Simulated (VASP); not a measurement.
Input of a VASP 6.6.1 run:

The input INCAR:

```
  PREC = Accurate
  ENCUT = 520
  EDIFF = 1E-6
  ISMEAR = 0
  SIGMA = 0.05
  LREAL = False
  LASPH = True
  NELM = 120
  ALGO = Normal
  ISIF = 2
  LWAVE = False
  LCHARG = False
  GGA = PS
  NELECT = 64.0
  NBANDS = 46
  GGA_COMPAT = False
```

KPOINTS

```
Automatic mesh
0
Gamma
  3 3 3
```

File POSCAR:

```
HC16
1.0
    0.0000000000      3.5700000000      3.5700000000
    3.5700000000      0.0000000000      3.5700000000
    3.5700000000      3.5700000000      0.0000000000
C H
16 1
Direct
   -0.0056427171      0.0014987395     -0.0073455182
    0.1197763305      0.1228077031      0.1201161064
    0.0001208683     -0.0001805322      0.4931373950
    0.1236684874      0.1238205882      0.6189169468
    0.0236117647      0.4866871148     -0.0067095238
    0.1201358543      0.6272238095      0.1201879552
    0.0001936975      0.4971463585      0.4932878151
    0.1369175070      0.6236609244      0.6059393557
    0.4910127451      0.0045331933     -0.0035261905
    0.6201691877      0.1241338936      0.1217294118
    0.4974781513     -0.0010327731      0.4948868347
    0.6239641457      0.1219733894      0.6194268908
    0.4914719888      0.4981476190     -0.0035568627
    0.5947673669      0.6319766106      0.1312886555
    0.5055848739      0.4945019608      0.4959792717
    0.6241635854      0.6249254902      0.6195403361
    0.8198477591      0.6516665266      0.8742385154
```

Potentials or basis: VASP PAW PBE potentials, release 64 (C, H).

Launch:

```bash
$ cat potpaw_PBE.64/C/POTCAR potpaw_PBE.64/H/POTCAR > POTCAR
$ mpirun -np 1 vasp_std > vasp.out
```

(1) Predict the largest force.

Answers

(1) 0.031 eV/Å.

Caveat: the k points lie up to 0.51 Å⁻¹ apart; the cell carries a net charge on a neutralising background, which shifts energy and pressure; the PAW data sets were made with another functional, which shifts forces and pressure a little.
